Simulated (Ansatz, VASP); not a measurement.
Two plane-wave programs on AlN

INCAR

```
SYSTEM = AlN
PREC = Accurate ; ENCUT = 600
EDIFF = 1E-6 ; ISMEAR = 0
SIGMA = 0.02 ; LREAL = .FALSE.
LASPH = .TRUE. ; NELM = 120
ALGO = Normal ; ISIF = 2
LWAVE = .FALSE. ; LCHARG = .FALSE.
GGA = PE ; NBANDS = 11
GGA_COMPAT = .FALSE.
```

Contents of KPOINTS:

```
regular mesh
0
G
  10 10 10
  0 0 0
```

The input POSCAR:

```
AlN
1.0
    0.0000000000      2.2012621086      2.2012621086
    2.2012621086      0.0000000000      2.2012621086
    2.2012621086      2.2012621086      0.0000000000
Al N
1 1
Direct
    0.0000000000      0.0000000000      0.0000000000
    0.2500000000      0.2500000000      0.2500000000
```

Input for Ansatz:

```yaml
crystal:
  lattice:
    - [0.0, 2.201262109, 2.201262109]
    - [2.201262109, 0.0, 2.201262109]
    - [2.201262109, 2.201262109, 0.0]
  atoms:
    - { symbol: Al, position: [0.0, 0.0, 0.0] }
    - { symbol: "N", position: [0.25, 0.25, 0.25] }
basis:
  ecutwfc: 420
kpoints:
  mp_grid: { grid: [10, 10, 10] }
  band_path:
    path:
      - [[0.0, 0.0, 0.0], [-0.5, -0.5, 0.0], [-0.375, -0.375, 0.25]]
      - [[-0.375, 0.0, 0.375], [0.0, 0.0, 0.0], [0.0, 0.0, 0.5], [-0.5, -0.25, 0.25], [-0.5, -0.5, 0.0]]
    npoints: 10
hamiltonian:
  xc: pbe
  pseudopotentials: { kind: paw, azcp: { folder: soft_1 } }
scf:
  occupations: { method: gaussian, width: 0.02 }
  n_extra_bands: 7
output:
  forces: true
  stress: true
  eigenvalues: true
```

Alike in both runs: task single point; functional PBE; k mesh 10 × 10 × 10; occupations gaussian, width 0.02 eV; no spin polarisation.

|  | VASP | Ansatz |
| --- | --- | --- |
| version | VASP 6.6.1 | Ansatz 0.2.0 |
| potentials or method | VASP PAW PBE potentials, release 64 (Al, N), cutoff 600 eV | scalar-relativistic, plane waves, PAW |
| valence electrons in the cell | 8 | 8 |

```tsv
	VASP	Ansatz	Ansatz less VASP
gap on the k mesh at the Fermi level (eV)	3.31	3.31	+0.006
least direct gap on the mesh (eV)	3.99	3.98	-0.008
pressure (GPa)	-0.3	0.0	+0.32
```
